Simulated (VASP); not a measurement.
Here is a VASP 6.6.1 calculation.

Contents of INCAR:

```
SYSTEM = Sn
PREC = Accurate ; ENCUT = 520
EDIFF = 1E-7 ; ISMEAR = 0
SIGMA = 0.15 ; LREAL = .False.
LASPH = .True. ; NELM = 100
ALGO = Fast ; ISIF = 2
LWAVE = .False. ; LCHARG = .True.
GGA = PS ; LELF = .True.
LVHAR = .True. ; NBANDS = 21
```

Contents of KPOINTS:

```
regular mesh
0
Gamma
  12 12 12
  0 0 0
```

The input POSCAR:

```
Sn
1.0
    0.0000000000      3.2780560000      3.2456000000
    3.2456000000      0.0000000000      3.2456000000
    3.2456000000      3.2780560000      0.0000000000
Sn
2
Direct
    0.5000000000      0.5000000000      0.5000000000
    0.7500000000      0.7500000000      0.7500000000
```

Potentials or basis: VASP PAW PBE potentials, release 64 (Sn_d).

Command:

```bash
$ cat potpaw_PBE.64/Sn_d/POTCAR > POTCAR
$ mpirun -np 1 vasp_std > vasp.out
```

Task: Estimate the pressure.

Result: 0.5 GPa.

Task: Estimate the band gap on the k mesh.

Result: Zero (bands 14 and 15 overlap by 0.19 eV).

Stress tensor (GPa, compression positive):
```
0.58 0.00 0.00
0.00 0.28 0.00
0.00 0.00 0.58
```

Caveat: the cell differs from its parent crystal (strain +0.0100 x Voigt [0, 1, 0, 0, 0, 0]); the PAW data sets were made with another functional, which shifts forces and pressure a little; spin-orbit coupling is left out, which moves the levels of the heavy elements.
